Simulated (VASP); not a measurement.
Write the native input for VASP 6.6.1 that does the following.

- Task: single point
- Functional: PBE
- Dispersion: D3(BJ)
- Potentials or basis: VASP PAW PBE potentials, release 64 (Ag, C, O)
- Cutoff: 520 eV
- k mesh: 4 × 4 × 1
- Occupations: gaussian, width 0.1 eV
- Spin: no spin polarisation
- Dipole correction: yes
- Further INCAR settings: ALGO = Normal; EDIFF = 1e-06; NBANDS = 84

The structure of Ag12CO lies in POSCAR:

```
Ag12CO
1.0
    5.7606628207      0.0000000000      0.0000000000
   -2.8803314104      4.9888803454      0.0000000000
    0.0000000000      0.0000000000     23.8535614970
Ag C O
12 1 1
Direct
    0.3333333333      0.1666666667      0.3353796875
    0.3333333333      0.6666666667      0.3353796875
    0.8333333333      0.1666666667      0.3353796875
    0.8333333333      0.6666666667      0.3353796875
    0.6666298969      0.3332597937      0.4343850609
    0.6666298969      0.8333701031      0.4343850609
    0.1666666667      0.3333333333      0.4345077728
    0.1667402063      0.8333701031      0.4343850609
   -0.0003992624      0.5003992624      0.5333811264
   -0.0003992624     -0.0007985249      0.5333811264
    0.5007985249      0.5003992624      0.5333811264
    0.5000000000      0.0000000000      0.5333942113
    0.1666666667      0.3333333333      0.6641862287
    0.1666666667      0.3333333333      0.7118235536
```

These files were run (other wordings do the same):

INCAR

```
ALGO     = Normal         # electronic algorithm
DIPOL    = 0.5 0.5 0.471
EDIFF    = 1E-6           # SCF threshold, eV
ENCUT    = 520            # plane-wave cutoff, eV
GGA      = PE             # functional
IDIPOL   = 3            
ISIF     = 2              # what is computed and relaxed
ISMEAR   = 0              # smearing method
IVDW     = 12             # dispersion correction
LASPH    = T              # aspherical terms in the spheres
LCHARG   = T              # write CHGCAR
LDIPOL   = T            
LELF     = T              # ELF
LREAL    = F              # projectors in reciprocal space
LVACPOTAV= T            
LVHAR    = T            
LWAVE    = F              # write WAVECAR
NBANDS   = 84             # bands
NELM     = 60             # most SCF steps
PREC     = Accurate       # precision mode
SIGMA    = 0.1            # smearing width, eV
```

KPOINTS

```
k-points
0
Gamma
  4 4 1
```

Potentials or basis: VASP PAW PBE potentials, release 64 (Ag, C, O).

Command:

```bash
$ cat potpaw_PBE.64/Ag/POTCAR potpaw_PBE.64/C/POTCAR potpaw_PBE.64/O/POTCAR > POTCAR
$ mpirun -np 1 vasp_std > vasp.out
```

It gave:

```json
{"Largest force": "0.926 eV/Å", "Band gap on the k mesh": "zero (bands 71 and 72 overlap by 0.40 eV)", "Dispersion energy per atom": "-0.361 eV"}
```

Wall time 8.1 min on 1 thread of Intel(R) Xeon(R) Platinum 8559C (Emerald Rapids), with other jobs on the host, peak memory 0.89 GiB.
